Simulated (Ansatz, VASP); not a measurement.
BN in VASP and in Ansatz

INCAR

```
SYSTEM = BN
  PREC = Accurate
  ENCUT = 520
  EDIFF = 1E-6
  ISMEAR = 0
  SIGMA = 0.05
  LREAL = .False.
  LASPH = .True.
  NELM = 100
  ALGO = Normal
  ISIF = 2
  LWAVE = .False.
  LCHARG = .False.
  GGA = PE
  IVDW = 12
  NBANDS = 11
```

KPOINTS

```
Automatic mesh
0
Gamma
  12 12 12
  0 0 0
```

Contents of POSCAR:

```
BN
1.0
    0.0000000000      3.2226003129      2.1688319106
    1.2977269539      0.0000000000      2.1688319106
    1.2977269539      3.2226003129      0.0000000000
B N
1 1
Direct
    0.0001068737      0.0001068737      0.9998931263
    0.6665931163      0.6665931163      0.3334068837
```

Input for Ansatz:

```yaml
crystal:
  lattice:
    - [0.0, 3.2226003129, 2.1688319106]
    - [1.2977269539, 0.0, 2.1688319106]
    - [1.2977269539, 3.2226003129, 0.0]
  atoms:
    - { symbol: B, position: [0.0001068737, 0.0001068737, 0.9998931263] }
    - { symbol: "N", position: [0.6665931163, 0.6665931163, 0.3334068837] }
basis:
  ecutwfc: 420
kpoints:
  mp_grid: { grid: [12, 12, 12] }
hamiltonian:
  xc: pbe
  dispersion: d3bj
scf:
  occupations: { method: gaussian, width: 0.05 }
output:
  forces: true
  stress: true
  eigenvalues: true
```

Change from the starting cell: strain +0.0350 x Voigt [1, -1, 0, 0, 0, 0], atoms carried along.

Alike in both runs: task single point; functional PBE; dispersion D3(BJ); k mesh 12 × 12 × 12; occupations gaussian, width 0.05 eV; no spin polarisation.

|  | VASP | Ansatz |
| --- | --- | --- |
| version | VASP 6.6.1 | Ansatz 0.2.0 |
| potentials or method | VASP PAW PBE potentials, release 64 (B, N), cutoff 520 eV | scalar-relativistic, plane waves, PAW |
| valence electrons in the cell | 8 | 8 |

```csv
,VASP,Ansatz,Ansatz less VASP
gap on the k mesh at the Fermi level (eV),3.34,3.35,+0.007
least direct gap on the mesh (eV),4.36,4.37,+0.003
pressure (GPa),-11.2,-11.2,-0.07
"traceless stress, the component that is largest in VASP (GPa)",-17.89,-17.95,-0.059
rms of the force components (eV/Å),0.191,0.191,-0.0007
```

Atom by atom the forces differ by 0.001 eV/Å (rms over components).
